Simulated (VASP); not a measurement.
# C (C2/m) in VASP: relaxation of the atoms with PBE+D3(BJ)

Aim: the relaxation of the atoms of C with PBE+D3(BJ).

Everything below comes from runs of VASP 6.6.1. Logs are shortened: lines on timing, memory, paths and dates and some standing lists are left out, and cuts for length are marked.

## 1. The cell of the first run

It takes space group C2/m (No. 12, monoclinic). The conventional cell has a = 4.269 Å, b = 2.465 Å, c = 3.586 Å, α = 90.00°, β = 109.82°, γ = 90.00°. Within 1.9 Å of C (site symmetry m) lie 3 C at 1.42 Å.

## 2. Relaxation of the atoms, PBE+D3(BJ) (shear of c along a, cell held: +6.0 %)

The input, INCAR:

```
SYSTEM = C
ALGO = Normal
EDIFF = 1E-6
EDIFFG = -0.008
ENCUT = 520
GGA = PE
IBRION = 2
ISIF = 2
ISMEAR = 0
IVDW = 12
LASPH = .TRUE.
LCHARG = .FALSE.
LREAL = .FALSE.
LWAVE = .FALSE.
NELM = 60
NSW = 60
PREC = Accurate
SIGMA = 0.02
```

The input, KPOINTS:

```
k-points
0
G
  8 12 8
  0 0 0
```

The input, POSCAR:

```
C
1.0
    4.2694048708      0.0000000000      0.0000000000
    0.0000000000      2.4649234225      0.0000000000
   -1.2162445334      0.0000000000      3.3739455666
C
4
Direct
    0.8334041897      0.0000000000      0.0002211056
    0.6665958103      0.5000000000      0.9997788944
    0.3334041897      0.5000000000      0.0002211056
    0.1665958103      0.0000000000      0.9997788944
```

Potentials or basis: VASP PAW PBE potentials, release 64 (C).

Command:

```sh
> cat potpaw_PBE.64/C/POTCAR > POTCAR
> mpirun -np 1 vasp_std > vasp.out
```

OUTCAR:

```text
SYSTEM = C
   EDIFF = 1E-6
   EDIFFG = -0.008
   ENCUT = 520
   GGA = PE
   IBRION = 2
   ISIF = 2
   ISMEAR = 0
   IVDW = 12
   LASPH = .TRUE.
   LREAL = .FALSE.
   NELM = 60
   NSW = 60
   PREC = Accurate
 IVDW          = 12

 ion  position               nearest neighbor table
   1  0.833  0.000  0.000-   4 1.42   2 1.42   2 1.42
   2  0.667  0.500  1.000-   3 1.42   1 1.42   1 1.42
   3  0.333  0.500  0.000-   2 1.42   4 1.42   4 1.42
   4  0.167  0.000  1.000-   1 1.42   3 1.42   3 1.42

  LATTYP: Found a simple monoclinic cell.
 ALAT       =     3.5864689391
 B/A-ratio  =     0.6872841963
 C/A-ratio  =     1.1904201439
 COS(beta)  =    -0.3391203309

  Lattice vectors:

 A1 = (  -1.2162445334,   0.0000000000,   3.3739455666)
 A2 = (   0.0000000000,  -2.4649234225,   0.0000000000)
 A3 = (   4.2694048708,   0.0000000000,   0.0000000000)

Analysis of symmetry for initial positions (statically):
=====================================================================
 Subroutine PRICEL returns following result:

  LATTYP: Found a base centered monoclinic cell.
 ALAT       =     4.2694048708
 B/A-ratio  =     0.5773459058
 C/A-ratio  =     0.8400395483
 COS(beta)  =    -0.3391203309

  Lattice vectors:

 A1 = (   2.1347024354,  -1.2324617113,   0.0000000000)
 A2 = (   2.1347024354,   1.2324617113,   0.0000000000)
 A3 = (  -1.2162445334,   0.0000000000,   3.3739455666)

   2 primitive cells build up your supercell.

 Routine SETGRP: Setting up the symmetry group for a
 simple monoclinic supercell.

 Subroutine GETGRP returns: Found  4 space group operations
 (whereof  4 operations were pure point group operations)
 out of a pool of  4 trial point group operations.

The static configuration has the point symmetry C_2h.

Analysis of symmetry for dynamics (positions and initial velocities):
=====================================================================
 Subroutine PRICEL returns following result:

  LATTYP: Found a base centered monoclinic cell.
 ALAT       =     4.2694048708
 B/A-ratio  =     0.5773459058
 C/A-ratio  =     0.8400395483
 COS(beta)  =    -0.3391203309

  Lattice vectors:

 A1 = (   2.1347024354,  -1.2324617113,   0.0000000000)
 A2 = (   2.1347024354,   1.2324617113,   0.0000000000)
 A3 = (  -1.2162445334,   0.0000000000,   3.3739455666)

   2 primitive cells build up your supercell.

 Routine SETGRP: Setting up the symmetry group for a
 simple monoclinic supercell.

 Subroutine GETGRP returns: Found  4 space group operations
 (whereof  4 operations were pure point group operations)
 out of a pool of  4 trial point group operations.

The dynamic configuration has the point symmetry C_2h.

 Subroutine INISYM returns: Found  4 space group operations
 (whereof  4 operations are pure point group operations),
 and found     2 'primitive' translations

----------------------------------------------------------------------------------------

                                     Primitive cell

  volume of cell :      17.7533

  direct lattice vectors                    reciprocal lattice vectors
     2.134702435 -1.232461711  0.000000000     0.234224682 -0.405692116  0.084433635
     2.134702435  1.232461711  0.000000000     0.234224682  0.405692116  0.084433635
    -1.216244533  0.000000000  3.373945567     0.000000000  0.000000000  0.296388896

  length of vectors
     2.464937394  2.464937394  3.586468939     0.476000351  0.476000351  0.296388896

  position of ions in fractional coordinates (direct lattice)
     0.833404190  0.833404190  0.000221106
     0.166595810  0.166595810  0.999778894

  ion indices of the primitive-cell ions
   primitive index   ion index
                 1           1
                 2           4

----------------------------------------------------------------------------------------

 KPOINTS: k-points

Automatic generation of k-mesh.
 Grid dimensions read from file:
 generate k-points for:    8   12    8

 Generating k-lattice:

  Cartesian coordinates                     Fractional coordinates (reciprocal lattice)
     0.029278085  0.000000000  0.010554204     0.125000000  0.000000000  0.000000000
     0.000000000  0.033807676  0.000000000     0.000000000  0.083333333  0.000000000
     0.000000000  0.000000000  0.037048612     0.000000000  0.000000000  0.125000000

  Length of vectors
     0.031122299  0.033807676  0.037048612

  Shift w.r.t. Gamma in fractional coordinates (k-lattice)
     0.000000000  0.000000000  0.000000000

 Subroutine IBZKPT returns following result:
 ===========================================

 Found    238 irreducible k-points:

 Following reciprocal coordinates:
            Coordinates               Weight
  0.000000  0.000000  0.000000      1.000000
  0.125000  0.000000  0.000000      2.000000
  0.250000  0.000000  0.000000      2.000000
  0.375000  0.000000  0.000000      2.000000
  0.500000  0.000000  0.000000      1.000000
  0.000000  0.083333  0.000000      2.000000
[... 16 lines left out ...]
  0.250000  0.333333  0.000000      4.000000
  0.375000  0.333333  0.000000      4.000000
 [... further k-points ...]
   k-points           NKPTS =    238   k-points in BZ     NKDIM =    238   number of bands    NBANDS=     12
   number of dos      NEDOS =    301   number of ions     NIONS =      4
   total plane-waves  NPLWV =  16128
   dimension x,y,z NGX =    32 NGY =   18 NGZ =   28
   dimension x,y,z NGXF=    64 NGYF=   36 NGZF=   56
   ions per type =               4
   NGX,Y,Z   is equivalent  to a cutoff of  12.46, 12.14, 12.98 a.u.
   NGXF,Y,Z  is equivalent  to a cutoff of  24.92, 24.28, 25.96 a.u.
 SYSTEM =  C
   PREC   = accura    normal or accurate (medium, high low for compatibility)
   ISTART =      0    job   : 0-new  1-cont  2-samecut
   ICHARG =      2    charge: 1-file 2-atom 10-const
   ISPIN  =      1    spin polarized calculation?
   LNONCOLLINEAR =      F non collinear calculations
   LSORBIT =      F    spin-orbit coupling
   LASPH  =      T    aspherical Exc in radial PAW
   ENCUT  =  520.0 eV  38.22 Ry    6.18 a.u.   7.94  4.58  6.67*2*pi/ulx,y,z
   NELM   =     60;   NELMIN=  2; NELMDL= -5     # of ELM steps
   EDIFF  = 0.1E-05   stopping-criterion for ELM
   LREAL  =      F    real-space projection
   EDIFFG = -.8E-02   stopping-criterion for IOM
   NSW    =     60    number of steps for IOM
   IBRION =      2    ionic relax: 0-MD 1-quasi-New 2-CG
   NFREE  =      1    steps in history (QN), initial steepest desc. (CG)
   ISIF   =      2    stress and relaxation
   ISYM   =      2    0-nonsym 1-usesym 2-fastsym
   POTIM  = 0.5000    time-step for ionic-motion
   TEBEG  =    0.0;   TEEND  =   0.0 temperature during run
   PSTRESS=    0.0 pullay stress
   NELECT =      16.0000    total number of electrons
   NUPDOWN=      -1.0000    fix difference up-down
   EMIN   =  10.00;   EMAX   =-10.00  energy-range for DOS
   EFERMI =   0.00;   METHOD = LEGACY
   ISMEAR =     0;   SIGMA  =   0.02  broadening in eV -4-tet -1-fermi 0-gaus
   EFERMI_NEDOS =   21; number of points for ismear=-14 and -15
   IALGO  =     38    algorithm
   IMIX   =      4    mixing-type and parameters
     AMIX     =   0.40;   BMIX     =  1.00
     AMIX_MAG =   1.60;   BMIX_MAG =  1.00
  volume/ion in A,a.u.               =       8.88        59.90
  Fermi-wavevector in a.u.,A,eV,Ry     =   1.255101  2.371796 21.432952  1.575278
  Thomas-Fermi vector in A             =   2.388874
   LORBIT       =      0    0 simple, 1 ext, 2 COOP (PROOUT), +10 PAW based schemes
   GGA     = PE    functional components
   LHFCALC =     F    Hartree Fock is set to
   AEXX    =    0.0000 exact exchange contribution
   IVDW    =    12    specifies the selected vdW correction
   LEPSILON=     F    determine dielectric tensor
   LRPA    =     F    only Hartree local field effects (RPA)
 conjugate gradient relaxation of ions
 non-spin polarized calculation
 Gauss-broadening in eV      SIGMA  =   0.02
  energy-cutoff  :      520.00
  volume of cell :       35.51
 maximum number of plane-waves:       973
   NGX = 15   NGY =  9   NGZ = 13

 number of electron      16.0000002 magnetization

 Free energy of the ion-electron system (eV)
  ---------------------------------------------------
  ext. energy  EPLUGINS =         0.00000000
  ---------------------------------------------------
  free energy    TOTEN  =       -36.84651544 eV

  energy without entropy =      -36.84651544  energy(sigma->0) =      -36.84651544

 E-fermi :   4.6215     XC(G=0): -10.2842

 val. band max:        4.4912803073   @ k =   0.0000   0.3333   0.0000
 cond. band min:       4.7783425446   @ k =   0.0000   0.3333   0.5000
 fundamental gap:      0.2870622374
 Fermi energy:         4.6215183306

 k-point     1 :       0.0000    0.0000    0.0000
  band No.  band energies     occupation
      1     -15.0179      2.00000
      2      -9.6038      2.00000
      3      -8.5729      2.00000
      4      -1.9496      2.00000
      5      -1.7874      2.00000
      6       1.6241      2.00000
      7       1.6304      2.00000
      8       2.1213      2.00000
      9       6.1701      0.00000
     10       8.8692      0.00000
     11      11.8461      0.00000
     12      12.9944      0.00000

 k-point     2 :       0.1250    0.0000    0.0000
  band No.  band energies     occupation
      1     -14.9213      2.00000
      2     -10.5106      2.00000
      3      -7.5349      2.00000
      4      -1.8730      2.00000
      5      -1.6950      2.00000
      6       1.2591      2.00000
      7       1.4258      2.00000
      8       1.7035      2.00000
      9       6.7757      0.00000
     10       9.0433      0.00000
     11      11.9007      0.00000
     12      13.0567      0.00000

 k-point     3 :       0.2500    0.0000    0.0000
  band No.  band energies     occupation
      1     -14.6325      2.00000
      2     -11.6475      2.00000
      3      -6.0109      2.00000
      4      -1.6408      2.00000
      5      -1.4220      2.00000
      6       0.2592      2.00000
      7       0.8691      2.00000
      8       0.9141      2.00000
      9       8.1561      0.00000
     10       9.5603      0.00000
     11      12.0538      0.00000
     12      13.0747      0.00000

 k-point     4 :       0.3750    0.0000    0.0000
  band No.  band energies     occupation
      1     -14.1544      2.00000
      2     -12.6518      2.00000
      3      -4.3852      2.00000
      4      -1.2480      2.00000
      5      -1.1379      2.00000
      6      -0.9829      2.00000
      7       0.0277      2.00000
      8       0.2561      2.00000
      9       9.8441      0.00000
     10      10.3985      0.00000
     11      12.2313      0.00000
     12      12.9255      0.00000

 k-point     5 :       0.5000    0.0000    0.0000
  band No.  band energies     occupation
      1     -13.4916      2.00000
      2     -13.4916      2.00000
      3      -2.7315      2.00000
      4      -2.7315      2.00000
      5      -0.6897      2.00000
      6      -0.6897      2.00000
      7      -0.4062      2.00000
      8      -0.4062      2.00000
      9      11.3892      0.00000
     10      11.3892      0.00000
     11      11.7615      0.00000
     12      11.7615      0.00000
[... 228 lines left out ...]
      1     -13.0520      2.00000
      2      -7.9986      2.00000
      3      -7.9246      2.00000
      4      -5.9191      2.00000
      5      -3.0990      2.00000
      6      -1.7516      2.00000
      7       0.2369      2.00000
      8       4.4913      2.00000
      9       5.0209      0.00000
     10      10.8933      0.00000
     11      11.2953      0.00000
     12      14.7855      0.00000

 k-point    22 :       0.1250    0.3333    0.0000
  band No.  band energies     occupation
      1     -12.9581      2.00000
      2      -8.8427      2.00000
      3      -7.4715      2.00000
      4      -5.3488      2.00000
      5      -3.5855      2.00000
      6      -1.4148      2.00000
      7       0.3058      2.00000
      8       3.7221      2.00000
      9       5.8191      0.00000
     10      10.6934      0.00000
     11      11.4613      0.00000
     12      13.7730      0.00000

 k-point    23 :       0.2500    0.3333    0.0000
  band No.  band energies     occupation
      1     -12.6775      2.00000
      2      -9.8462      2.00000
      3      -7.1075      2.00000
      4      -4.4314      2.00000
      5      -4.1945      2.00000
      6      -1.0787      2.00000
      7       0.5146      2.00000
      8       2.8198      2.00000
      9       6.8081      0.00000
     10      10.1669      0.00000
     11      11.9282      0.00000
     12      12.8353      0.00000

 k-point    24 :       0.3750    0.3333    0.0000
  band No.  band energies     occupation
      1     -12.2144      2.00000
      2     -10.7788      2.00000
      3      -6.6366      2.00000
      4      -5.2742      2.00000
      5      -2.9595      2.00000
      6      -1.2129      2.00000
      7       0.8685      2.00000
      8       2.0264      2.00000
      9       7.7511      0.00000
     10       9.4495      0.00000
     11      12.3966      0.00000
     12      12.9449      0.00000

 [... further k-points ...]

------------------------ aborting loop because EDIFF is reached ----------------------------------------

 Edisp (eV)   -0.62116

 E8    (eV) :    -0.1759

  FORCE on cell =-STRESS in cart. coord.  units (eV):
  Direction    XX          YY          ZZ          XY          YZ          ZX
  --------------------------------------------------------------------------------------
  -------------------------------------------------------------------------------------
  Total       0.18979     0.14509    -0.03048     0.00000     0.00000    -0.07268
  in kB       8.56400     6.54677    -1.37552     0.00000     0.00000    -3.27968
  external pressure =        4.58 kB  Pullay stress =        0.00 kB

 VOLUME and BASIS-vectors are now :
 -----------------------------------------------------------------------------
  energy-cutoff  :      520.00
  volume of cell :       35.51
      direct lattice vectors                 reciprocal lattice vectors
     4.269404871  0.000000000  0.000000000     0.234224682  0.000000000  0.084433635
     0.000000000  2.464923423  0.000000000     0.000000000  0.405692116  0.000000000
    -1.216244533  0.000000000  3.373945567     0.000000000  0.000000000  0.296388896

 POSITION                                       TOTAL-FORCE (eV/Angst)
 -----------------------------------------------------------------------------------
      3.55787      0.00000      0.00075        -0.002954      0.000000     -0.003891
      1.62999      1.23246      3.37320         0.002954     -0.000000      0.003891
      1.42317      1.23246      0.00075        -0.002954     -0.000000     -0.003891
     -0.50471      0.00000      3.37320         0.002954      0.000000      0.003891
 -----------------------------------------------------------------------------------
    total drift:                               -0.000000     -0.000000      0.000000

  FREE ENERGIE OF THE ION-ELECTRON SYSTEM (eV)
  ---------------------------------------------------
  free  energy   TOTEN  =       -37.4676708530 eV

  energy  without entropy=      -37.4676708530  energy(sigma->0) =      -37.46767085

 reached required accuracy - stopping structural energy minimisation
```

It took 56 s on 1 thread of Oxide Virtual Turin-like, shared host; peak memory 0.17 GiB.

Results:

* Free energy: -37.4677 eV
* Pressure after relaxing: 0.5 GPa
* Largest force after relaxing: 0.005 eV/Å
* Dispersion energy per atom: -0.155 eV

Forces on the atoms (eV/Å):
```
C   -0.003  0.000 -0.004
C    0.003  0.000  0.004
C   -0.003  0.000 -0.004
C    0.003  0.000  0.004
```

Stress tensor (GPa, compression positive):
```
 0.86  0.00 -0.33
 0.00  0.65  0.00
-0.33  0.00 -0.14
```

Final structure:
```yaml
crystal:
  lattice:
    - [4.26940, 0.00000, 0.00000]
    - [0.00000, 2.46492, 0.00000]
    - [-1.21624, 0.00000, 3.37395]
  atoms:
    - { symbol: C, position: [0.83340, 0.00000, 0.00022] }
    - { symbol: C, position: [0.66660, 0.50000, 0.99978] }
    - { symbol: C, position: [0.33340, 0.50000, 0.00022] }
    - { symbol: C, position: [0.16660, 0.00000, 0.99978] }
```

Caveat: the cell differs from its parent crystal (shear of c along a, cell held: +6.0 %); the relaxation stopped at its first step, so nothing moved.
